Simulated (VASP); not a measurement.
# Si2Mo (I4/mmm) in VASP: notebook, part 3 of 3

VASP 6.6.1. Earlier steps stand in the parts before.

### 5 Electric field gradients, PBEsol (zz strain of -2 %)

INCAR

```
SYSTEM = Si2Mo
PREC = Accurate ; ENCUT = 520
EDIFF = 1E-8 ; ISMEAR = -1
SIGMA = 0.08 ; LREAL = .False.
LASPH = .True. ; NELM = 100
ALGO = Normal ; ISIF = 2
LWAVE = .False. ; LCHARG = .False.
GGA = PS ; LEFG = .True.
NBANDS = 18
```

KPOINTS

```
Automatic mesh
0
Gamma
  16 16 16
  0 0 0
```

POSCAR

```
Si2Mo
1.0
   -1.6000000000      1.6000000000      3.8518900000
    1.6000000000     -1.6000000000      3.8518900000
    1.6000000000      1.6000000000     -3.8518900000
Si Mo
2 1
Direct
    0.3330000000      0.3330000000      0.0000000000
    0.6670000000      0.6670000000      0.0000000000
    0.0000000000      0.0000000000      0.0000000000
```

Potentials or basis: VASP PAW PBE potentials, release 64 (Si, Mo_sv).

Command:

```sh
$ cat potpaw_PBE.64/Si/POTCAR potpaw_PBE.64/Mo_sv/POTCAR > POTCAR
$ mpirun -np 1 vasp_std > vasp.out
```

OUTCAR:

```text
SYSTEM = Si2Mo
   PREC = Accurate
   ENCUT = 520
   EDIFF = 1E-8
   ISMEAR = -1
   LREAL = .False.
   LASPH = .True.
   NELM = 100
   ISIF = 2
   GGA = PS

 ion  position               nearest neighbor table
   1  0.333  0.333  0.000-   3 2.57   2 2.57   2 2.60   2 2.60   2 2.60   2 2.60   3 2.60   3 2.60
                             3 2.60   3 2.60
   2  0.667  0.667  0.000-   3 2.57   1 2.57   1 2.60   1 2.60   1 2.60   1 2.60   3 2.60   3 2.60
                             3 2.60   3 2.60
   3  0.000  0.000  0.000-   1 2.57   2 2.57   2 2.60   1 2.60   2 2.60   2 2.60   2 2.60   1 2.60
                             1 2.60   1 2.60

  LATTYP: Found a body centered tetragonal cell.
 ALAT       =     3.2000000000
 C/A-ratio  =     2.4074312500

  Lattice vectors:

 A1 = (  -1.6000000000,   1.6000000000,   3.8518900000)
 A2 = (   1.6000000000,  -1.6000000000,   3.8518900000)
 A3 = (   1.6000000000,   1.6000000000,  -3.8518900000)

Analysis of symmetry for initial positions (statically):
=====================================================================
[... 707 lines left out ...]
 -----------------------------------------------------------------------------------
      0.00000      0.00000      2.56536         0.000000      0.000000      0.295421
      0.00000      0.00000      5.13842        -0.000000     -0.000000     -0.295421
      0.00000      0.00000      0.00000        -0.000000     -0.000000     -0.000000
 -----------------------------------------------------------------------------------
    total drift:                                0.000000      0.000000     -0.000000

  FREE ENERGIE OF THE ION-ELECTRON SYSTEM (eV)
  ---------------------------------------------------
  free  energy   TOTEN  =       -25.0625077388 eV

  energy  without entropy=      -25.0569031558  energy(sigma->0) =      -25.05970545

 Electric field gradients (V/A^2)
---------------------------------------------------------------------
 ion       V_xx      V_yy      V_zz      V_xy      V_xz      V_yz
---------------------------------------------------------------------
   1       8.077     8.077   -16.155     0.000    -0.000    -0.000
   2       8.077     8.077   -16.155     0.000    -0.000    -0.000
   3      42.504    42.504   -85.009     0.001     0.000     0.000
---------------------------------------------------------------------

 Electric field gradients after diagonalization (V/A^2)
 (convention: |V_zz| > |V_xx| > |V_yy|)
----------------------------------------------------------------------
 ion       V_xx      V_yy      V_zz     asymmetry (V_yy - V_xx)/ V_zz
----------------------------------------------------------------------
   1       8.077     8.077   -16.155       0.000
   2       8.077     8.077   -16.155       0.000
   3      42.505    42.504   -85.009       0.000
----------------------------------------------------------------------

           NMR quadrupolar parameters

 Cq : quadrupolar parameter    Cq=e*Q*V_zz/h
 eta: asymmetry parameters     (V_yy - V_xx)/ V_zz
 Q  : nuclear electric quadrupole moment in mb (millibarn)
----------------------------------------------------------------------
 ion       Cq(MHz)       eta       Q (mb)
----------------------------------------------------------------------
   1      -0.039       0.000       1.000
   2      -0.039       0.000       1.000
   3      -0.206       0.000       1.000
----------------------------------------------------------------------
```

It took 4.4 min on 1 thread of Intel Xeon Platinum 8488C (Sapphire Rapids), shared host; peak memory 0.37 GiB.

What came out:

- Free energy: -25.0625 eV
- Pressure: 2.6 GPa
- Largest force: 0.295 eV/Å
- Band gap on the k mesh: zero (band 11 reaches 12.94 eV, above the bottom of band 12 at 11.89 eV)

Forces on the atoms (eV/Å):
```
Si   0.000  0.000  0.295
Si   0.000  0.000 -0.295
Mo   0.000  0.000  0.000
```

Stress tensor (GPa, compression positive):
```
0.00 0.00 0.00
0.00 0.00 0.00
0.00 0.00 7.91
```

Levels at points of the mesh, in eV from the Fermi level:
| k point | band 8 | band 9 | band 10 | band 11 | band 12 | band 13 | band 14 | band 15 |
| --- | --- | --- | --- | --- | --- | --- | --- | --- |
| (0.00, 0.00, 0.00) | -3.07 | -2.75 | -2.75 | 0.38 | 3.06 | 3.17 | 3.61 | 3.61 |
| (0.50, 0.00, 0.00) | -4.43 | -2.61 | -2.61 | -0.55 | 2.30 | 3.01 | 4.35 | 4.56 |
| (0.50, 0.50, 0.00) | -5.19 | -4.55 | -2.97 | -1.11 | 2.34 | 2.87 | 3.36 | 3.58 |
| (0.50, 0.50, 0.50) | -2.33 | -0.59 | -0.59 | -0.53 | -0.53 | 0.54 | 5.13 | 5.55 |

Electric field gradients, principal values (V/Å²):
```
atom   least  middle  greatest (by size)
1 Si   8.077   8.077             -16.155
2 Si   8.077   8.077             -16.155
3 Mo  42.504  42.505             -85.009
```

Caveat: the cell differs from its parent crystal (zz strain of -2 %); without QUAD_EFG the Cq values of the log hold for a quadrupole moment of 1 mb, not for the nuclei; the PAW data sets were made with another functional, which shifts forces and pressure a little.

### 6 The runs side by side

| cell | gap on the mesh (eV) | pressure (GPa) | largest force (eV/Å) |
| --- | --- | --- | --- |
| a = 4.547 Å, angles 138.4, 138.4, 60.4°, 3 atoms | none | -6.2 | 0.35 |
| a = 4.558 Å, angles 138.0, 138.0, 60.8°, 3 atoms | none | -9.6 | 0.37 |
| a = 4.467 Å, angles 138.0, 138.0, 60.9°, 3 atoms | none | 2.6 | 0.30 |

Alike in all rows: task electric field gradients; level PBEsol; potentials or basis VASP PAW PBE potentials, release 64 (Si, Mo_sv); no spin polarisation; k mesh 16 × 16 × 16; cutoff (eV) 520; smearing fermi-dirac 0.08 eV.

Caveats: the PAW data sets were made with another functional, which shifts forces and pressure a little.

Absolute energies hang on the potentials; compare differences alone.
